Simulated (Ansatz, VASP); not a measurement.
Ga3B2As: VASP beside Ansatz

The input INCAR:

```
PREC = Accurate
ENCUT = 520
EDIFF = 1E-6
ISMEAR = 0
SIGMA = 0.1
LREAL = False
LASPH = True
NELM = 60
ALGO = Normal
ISIF = 2
LWAVE = False
LCHARG = True
GGA = PE
LELF = True
LVHAR = True
NBANDS = 34
```

Contents of KPOINTS:

```
regular mesh
0
Gamma
  10 10 8
```

Contents of POSCAR:

```
Ga3B2As
1.0
    1.6266292376     -6.5940401318      0.0000000000
    1.6266292376      6.5940401318      0.0000000000
    0.0000000000      0.0000000000      4.5790885846
Ga B As
3 2 1
Direct
    0.1657139602      0.8342860398      0.0000000000
    0.8342860398      0.1657139602      0.0000000000
    0.0000000000      0.0000000000      0.5000000000
    0.0000000000      0.5000000000      0.5000000000
    0.5000000000      0.0000000000      0.5000000000
    0.5000000000      0.5000000000      0.0000000000
```

Input for Ansatz:

```yaml
crystal:
  lattice:
    - [1.6266292376, -6.5940401318, 0.0]
    - [1.6266292376, 6.5940401318, 0.0]
    - [0.0, 0.0, 4.5790885846]
  atoms:
    - { symbol: Ga, position: [0.1657139602, 0.8342860398, 0.0] }
    - { symbol: Ga, position: [0.8342860398, 0.1657139602, 0.0] }
    - { symbol: Ga, position: [0.0, 0.0, 0.5] }
    - { symbol: B, position: [0.0, 0.5, 0.5] }
    - { symbol: B, position: [0.5, 0.0, 0.5] }
    - { symbol: As, position: [0.5, 0.5, 0.0] }
basis:
  ecutwfc: 420
kpoints:
  mp_grid: { grid: [10, 10, 8] }
  band_path:
    path:
      - [[0.0, 0.0, 0.0], [-0.5, 0.5, 0.0], [-0.26521297, 0.73478703, 0.0]]
      - [[0.26521297, 0.26521297, 0.0], [0.0, 0.0, 0.0], [0.0, 0.0, 0.5], [0.26521297, 0.26521297, 0.5]]
      - [[-0.26521297, 0.73478703, 0.5], [-0.5, 0.5, 0.5], [-0.5, 0.5, 0.0]]
      - [[0.0, 0.0, 0.0], [0.0, 0.5, 0.0], [0.0, 0.5, 0.5], [0.0, 0.0, 0.5], [-0.5, 0.5, 0.5]]
    npoints: 14
hamiltonian:
  xc: pbe
scf:
  occupations: { method: gaussian, width: 0.1 }
  n_extra_bands: 15
output:
  forces: true
  stress: true
  eigenvalues: true
  populations: true
  dos: { projected: true, de: 0.02, nscf_kmesh: { grid: [12, 12, 10] } }
  bader: true
  write_density: true
  write_potential: true
  elf: true
  volumetric_format: npy
```

Alike in both runs: task single point; functional PBE; k mesh 10 × 10 × 8; occupations gaussian, width 0.1 eV; no spin polarisation.

|  | VASP | Ansatz |
| --- | --- | --- |
| version | VASP 6.6.1 | Ansatz 0.2.0 |
| potentials or method | VASP PAW PBE potentials, release 64 (Ga_d, B, As), cutoff 520 eV | scalar-relativistic, plane waves, PAW |
| valence electrons in the cell | 50 | 60 |

Ansatz gave:

```
gap on the k mesh at the Fermi level (eV) : none
pressure (GPa)                            : 0.0
```

Question: Estimate VASP's values.

Answer: gap on the k mesh at the Fermi level (eV): none; pressure (GPa): 0.1.

A gap of «none» marks a metal or a gap that the smearing closes. VASP's potentials hold 50 valence electrons a cell and Ansatz's 60, so a difference there can come from the potentials and not from the codes.
